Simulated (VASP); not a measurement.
## CaO: single point with PBE

The system is CaO.

```
CELL_PARAMETERS angstrom
0.00000 2.33956 2.33956
2.33956 0.00000 2.33956
2.33956 2.33956 0.00000
ATOMIC_POSITIONS crystal
Ca 0.00000 0.00000 0.00000
O 0.50000 0.50000 0.50000
```

| Item | Value |
| --- | --- |
| Program | VASP 6.6.1 |
| Task | single point |
| Functional | PBE |
| Potentials or basis | VASP PAW PBE potentials, release 64 (Ca_sv, O) |
| Cutoff | 600 eV |
| k mesh | 4 × 4 × 4 |
| Occupations | gaussian, width 0.01 eV |
| Spin | no spin polarisation |

* Pressure: 13.2 GPa
* Band gap on the k mesh: 3.59 eV, indirect (least direct gap 3.94 eV)

Levels at points of the mesh, in eV from the valence-band top:
| k point | band 5 | band 6 | band 7 | band 8 | band 9 | band 10 | band 11 | band 12 |
| --- | --- | --- | --- | --- | --- | --- | --- | --- |
| (0.00, 0.00, 0.00) | -15.69 | 0.00 | 0.00 | 0.00 | 5.39 | 6.41 | 6.41 | 6.41 |
| (0.50, 0.00, 0.00) | -14.12 | -2.84 | -1.38 | -1.38 | 7.43 | 8.79 | 8.79 | 9.14 |
| (0.50, 0.50, 0.00) | -15.46 | -1.25 | -0.35 | -0.35 | 3.59 | 8.65 | 9.35 | 10.08 |

Wall time 4 s on 1 thread of Intel(R) Xeon(R) 6975P-C (Granite Rapids) (shared host), peak memory 0.15 GiB.

Caveat: the k points lie up to 0.58 Å⁻¹ apart. A k mesh can miss the band edges.
